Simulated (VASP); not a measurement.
HfO2 (fluorite type), 3 atoms in the cell. Symmetry: Fm-3m, No. 225, cubic system. The conventional cell has a = 4.301 Å, b = 4.301 Å, c = 4.301 Å, α = 90.00°, β = 90.00°, γ = 90.00°. Hf (site symmetry m-3m) has 8 O at 1.86 Å within 2.5 Å. Within 2.5 Å of O (site symmetry -43m) lie 4 Hf at 1.86 Å and 6 O at 2.15 Å. 

| Property | Result |
| --- | --- |
| Program | VASP 6.6.1 |
| Task | single point |
| Functional | PBEsol |
| Potentials or basis | VASP PAW PBE potentials, release 64 (Hf_pv, O) |
| Cutoff | 520 eV |
| k mesh | 11 × 11 × 11 |
| Occupations | fermi-dirac, width 0.1 eV |
| Spin | no spin polarisation |
| Dipole correction | no |
| k mesh for the DOS | 17 × 17 × 17 |
| Occupations for the DOS | tetrahedron |
| Further INCAR settings | ALGO = Normal; EDIFF = 1e-06 |

Potentials or basis: VASP PAW PBE potentials, release 64 (Hf_pv, O).

Run with:

```bash
$ cat potpaw_PBE.64/Hf_pv/POTCAR potpaw_PBE.64/O/POTCAR > POTCAR
$ cp INCAR.step1 INCAR
$ cp KPOINTS.step1 KPOINTS
$ mpirun -np 1 vasp_std > vasp.out
$ cp INCAR.step2 INCAR
$ cp KPOINTS.step2 KPOINTS
$ mpirun -np 1 vasp_std > vasp.out
```

Hardware: 1 thread of Intel(R) Xeon(R) Platinum 8488C (Sapphire Rapids), with other jobs on the host.

How long does it take, and how much memory?

It took 27 s on 1 thread of Intel(R) Xeon(R) Platinum 8488C (Sapphire Rapids), on a shared host, peak memory 0.17 GiB. Counts: k points 165.
